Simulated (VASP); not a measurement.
A run of VASP 6.6.1 is set up as follows.

The input INCAR:

```
  PREC = Accurate
  ENCUT = 450
  EDIFF = 1E-7
  ISMEAR = 0
  SIGMA = 0.02
  LREAL = Auto
  LASPH = True
  NELM = 120
  ALGO = Normal
  ISIF = 2
  LWAVE = False
  LCHARG = False
  GGA = PE
  IVDW = 12
  IBRION = 2
  NSW = 80
  EDIFFG = -0.03
  NELECT = 254.0
  GGA_COMPAT = False
  NELMIN = 4
```

The input KPOINTS:

```
regular mesh
0
Gamma
  1 1 1
```

File POSCAR:

```
Si
1.0
   10.8600000000      0.0000000000      0.0000000000
    0.0000000000     10.8600000000      0.0000000000
    0.0000000000      0.0000000000     10.8600000000
Si
63
Direct
    0.3750000000      0.1250000000     -0.1250000000
    0.6250000000      0.1250000000      0.1250000000
    0.7500000000      0.2500000000      0.0000000000
    0.8750000000      0.3750000000      0.1250000000
    0.7500000000      0.0000000000      0.2500000000
    0.8750000000      0.1250000000      0.3750000000
    0.0000000000      0.0000000000      0.0000000000
    0.1250000000      0.1250000000      0.1250000000
    0.2500000000      0.2500000000      0.0000000000
    0.3750000000      0.3750000000      0.1250000000
    0.5000000000      0.5000000000      0.0000000000
    0.6250000000      0.6250000000      0.1250000000
    0.7500000000      0.7500000000      0.0000000000
    0.8750000000      0.8750000000      0.1250000000
    0.2500000000      0.0000000000      0.2500000000
    0.3750000000      0.1250000000      0.3750000000
    0.5000000000      0.2500000000      0.2500000000
    0.6250000000      0.3750000000      0.3750000000
    0.7500000000      0.5000000000      0.2500000000
    0.8750000000      0.6250000000      0.3750000000
    0.5000000000      0.0000000000      0.5000000000
    0.6250000000      0.1250000000      0.6250000000
    0.7500000000      0.2500000000      0.5000000000
    0.8750000000      0.3750000000      0.6250000000
    0.7500000000      0.0000000000      0.7500000000
    0.8750000000      0.1250000000      0.8750000000
    0.0000000000      0.5000000000      0.0000000000
    0.1250000000      0.6250000000      0.1250000000
    0.2500000000      0.7500000000      0.0000000000
    0.3750000000      0.8750000000      0.1250000000
    0.0000000000      0.2500000000      0.2500000000
    0.1250000000      0.3750000000      0.3750000000
    0.2500000000      0.5000000000      0.2500000000
    0.3750000000      0.6250000000      0.3750000000
    0.5000000000      0.7500000000      0.2500000000
    0.6250000000      0.8750000000      0.3750000000
    0.0000000000      0.0000000000      0.5000000000
    0.1250000000      0.1250000000      0.6250000000
    0.2500000000      0.2500000000      0.5000000000
    0.3750000000      0.3750000000      0.6250000000
    0.5000000000      0.5000000000      0.5000000000
    0.6250000000      0.6250000000      0.6250000000
    0.7500000000      0.7500000000      0.5000000000
    0.8750000000      0.8750000000      0.6250000000
    0.2500000000      0.0000000000      0.7500000000
    0.5000000000      0.2500000000      0.7500000000
    0.6250000000      0.3750000000      0.8750000000
    0.7500000000      0.5000000000      0.7500000000
    0.8750000000      0.6250000000      0.8750000000
    0.0000000000      0.7500000000      0.2500000000
    0.1250000000      0.8750000000      0.3750000000
    0.0000000000      0.5000000000      0.5000000000
    0.1250000000      0.6250000000      0.6250000000
    0.2500000000      0.7500000000      0.5000000000
    0.3750000000      0.8750000000      0.6250000000
    0.0000000000      0.2500000000      0.7500000000
    0.1250000000      0.3750000000      0.8750000000
    0.2500000000      0.5000000000      0.7500000000
    0.3750000000      0.6250000000      0.8750000000
    0.5000000000      0.7500000000      0.7500000000
    0.6250000000      0.8750000000      0.8750000000
    0.0000000000      0.7500000000      0.7500000000
    0.1250000000      0.8750000000      0.8750000000
```

Potentials or basis: VASP PAW PBE potentials, release 64 (Si).

Launch:

```sh
$ cat potpaw_PBE.64/Si/POTCAR > POTCAR
$ mpirun -np 1 vasp_gam > vasp.out
```

(1) Predict the energy gained by relaxing.

(2) What does it give for the dispersion energy per atom?

## Answers

(1) 1.8 meV/atom.

(2) -0.317 eV.

Caveat: the k points lie up to 0.58 Å⁻¹ apart; the cell carries a net charge on a neutralising background, which shifts energy and pressure.
